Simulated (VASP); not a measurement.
Set up this calculation in VASP 6.6.1, as the native input.

- Task: single point
- Functional: PBEsol
- Potentials or basis: VASP PAW PBE potentials, release 64 (Ti_sv, Al)
- Cutoff: 520 eV
- k mesh: 10 × 10 × 10
- Occupations: gaussian, width 0.1 eV
- Spin: no spin polarisation
- Dipole correction: no
- Further INCAR settings: ALGO = Normal; EDIFF = 1e-07; NBANDS = 18

The structure of TiAl3 (e600) lies in POSCAR:

```
TiAl3
1.0
    3.9479980998      0.0000000000      0.0000000000
    0.0000000000      3.9479980998      0.0000000000
    0.0000000000      0.0000000000      3.9479980998
Ti Al
1 3
Direct
    0.0000000000      0.0000000000      0.0000000000
    0.5000000000      0.5000000000      0.0000000000
    0.5000000000      0.0000000000      0.5000000000
    0.0000000000      0.5000000000      0.5000000000
```

One way to write it, as run:

INCAR

```
SYSTEM = TiAl3
PREC = Accurate
ENCUT = 520
EDIFF = 1E-7
ISMEAR = 0
SIGMA = 0.1
LREAL = .False.
LASPH = .True.
NELM = 60
ALGO = Normal
ISIF = 2
LWAVE = .False.
LCHARG = .False.
GGA = PS
NBANDS = 18
```

KPOINTS

```
regular mesh
0
Gamma
  10 10 10
  0 0 0
```

Potentials or basis: VASP PAW PBE potentials, release 64 (Ti_sv, Al).

The run is started by

```sh
$ cat potpaw_PBE.64/Ti_sv/POTCAR potpaw_PBE.64/Al/POTCAR > POTCAR
$ mpirun -np 1 vasp_std > vasp.out
```

Results of the run:

The pressure is 0.1 GPa.

Caveat: the PAW data sets were made with another functional, which shifts forces and pressure a little.

Wall time 25 s on 1 thread of Intel(R) Xeon(R) 6975P-C (Granite Rapids) (shared host), peak memory 0.2 GiB.
